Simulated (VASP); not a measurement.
A run of VASP 6.6.1 is set up as follows.

File POSCAR:

```
TaO
1.0
    3.0661100000      0.0000000000      0.0000000000
   -1.5330600000      2.6553300000      0.0000000000
    0.0000000000      0.0000000000      3.8550200000
Ta O
1 1
Direct
    0.0000000000      0.0000000000      0.5000000000
    0.0000000000      0.0000000000      0.0000000000
```

INCAR.step1

```
SYSTEM = TaO
ALGO = Normal
EDIFF = 1E-5
ENCUT = 520
GGA = PE
ISIF = 2
ISMEAR = -1
LASPH = .TRUE.
LREAL = .FALSE.
LWAVE = .TRUE.
NBANDS = 16
NELM = 80
PREC = Accurate
SIGMA = 0.05
```

The input INCAR.step2:

```
SYSTEM = TaO
AEXX = 0.35
ALGO = Normal
EDIFF = 1E-7
ENCUT = 520
GGA = PE
ISIF = 2
ISMEAR = -1
ISTART = 1
LASPH = .TRUE.
LCHARG = .TRUE.
LELF = .TRUE.
LHFCALC = .TRUE.
LREAL = .FALSE.
LVHAR = .TRUE.
LWAVE = .FALSE.
NBANDS = 16
NELM = 80
PREC = Accurate
PRECFOCK = Normal
SIGMA = 0.05
```

The input KPOINTS:

```
k-points
0
G
  6 6 4
  0 0 0
```

Potentials or basis: VASP PAW PBE potentials, release 64 (Ta_pv, O).

Launch:

```bash
$ cat potpaw_PBE.64/Ta_pv/POTCAR potpaw_PBE.64/O/POTCAR > POTCAR
$ cp INCAR.step1 INCAR
$ mpirun -np 1 vasp_std > vasp.out
$ cp INCAR.step2 INCAR
$ mpirun -np 1 vasp_std > vasp.out
```

(1) Predict the pressure.

Answers

(1) -9.1 GPa.

Caveat: the k points lie up to 0.41 Å⁻¹ apart; the PAW data sets were made with another functional, which shifts forces and pressure a little; an odd number of electrons without spin polarisation forces a metal; a magnetic or distorted state may lie lower.
